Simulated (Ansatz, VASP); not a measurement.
# ZrC4: VASP beside Ansatz

Contents of INCAR:

```
SYSTEM = ZrC4
PREC = Accurate
ENCUT = 520
EDIFF = 1E-7
ISMEAR = 0
SIGMA = 0.1
LREAL = .False.
LASPH = .True.
NELM = 60
ALGO = Normal
ISIF = 2
LWAVE = .False.
LCHARG = .False.
GGA = PE
NBANDS = 22
```

KPOINTS

```
Automatic mesh
0
Gamma
  16 16 16
  0 0 0
```

POSCAR

```
ZrC4
1.0
   -1.6909339899      1.6909339899      4.0874600346
    1.6909339899     -1.6909339899      4.0874600346
    1.6909339899      1.6909339899     -4.0874600346
Zr C
1 4
Direct
    0.0000000000      0.0000000000      0.0000000000
    0.7500000000      0.2500000000      0.5000000000
    0.2500000000      0.7500000000      0.5000000000
    0.4185110869      0.4185110869      0.0000000000
    0.5814889131      0.5814889131      0.0000000000
```

Input for Ansatz:

```yaml
crystal:
  lattice:
    - [-1.6909339899, 1.6909339899, 4.0874600346]
    - [1.6909339899, -1.6909339899, 4.0874600346]
    - [1.6909339899, 1.6909339899, -4.0874600346]
  atoms:
    - { symbol: Zr, position: [0.0, 0.0, 0.0] }
    - { symbol: C, position: [0.75, 0.25, 0.5] }
    - { symbol: C, position: [0.25, 0.75, 0.5] }
    - { symbol: C, position: [0.4185110869, 0.4185110869, 0.0] }
    - { symbol: C, position: [0.5814889131, 0.5814889131, 0.0] }
basis:
  ecutwfc: 420
kpoints:
  mp_grid: { grid: [16, 16, 16] }
  band_path:
    path:
      - [[0.0, 0.0, 0.0], [0.0, 0.0, 0.5], [0.25, 0.25, 0.25], [0.0, 0.5, 0.0], [0.0, 0.0, 0.0], [0.5, 0.5, -0.5], [0.29278448, 0.70721552, -0.29278448]]
      - [[-0.29278448, 0.29278448, 0.29278448], [0.0, 0.0, 0.0]]
      - [[0.0, 0.0, 0.5], [-0.08556896, 0.08556896, 0.5]]
      - [[0.5, 0.5, -0.08556896], [0.5, 0.5, -0.5]]
    npoints: 14
hamiltonian:
  xc: pbe
scf:
  occupations: { method: gaussian, width: 0.1 }
  n_extra_bands: 12
output:
  forces: true
  stress: true
  eigenvalues: true
  populations: true
  dos: { projected: true, de: 0.02, nscf_kmesh: { grid: [20, 20, 20] } }
  bader: true
  write_density: true
  write_potential: true
  elf: true
  volumetric_format: npy
```

Alike in both runs: task single point; functional PBE; k mesh 16 × 16 × 16; occupations gaussian, width 0.1 eV; no spin polarisation.

```csv
,VASP,Ansatz
version,VASP 6.6.1,Ansatz 0.2.0
potentials or method,"VASP PAW PBE potentials, release 64 (Zr_sv, C), cutoff 520 eV","scalar-relativistic, plane waves, PAW"
valence electrons in the cell,28,28
```

|  | VASP | Ansatz | Ansatz less VASP |
| --- | --- | --- | --- |
| gap on the k mesh at the Fermi level (eV) | none | none | - |
| pressure (GPa) | 0.3 | 0.0 | -0.24 |
| traceless stress, the component that is largest in VASP (GPa) | 0.19 | 0.01 | -0.182 |
| rms of the force components (eV/Å) | 0.033 | 0.000 | -0.0327 |

Atom by atom the forces differ by 0.033 eV/Å (rms over components). A gap of «none» marks a metal or a gap that the smearing closes.
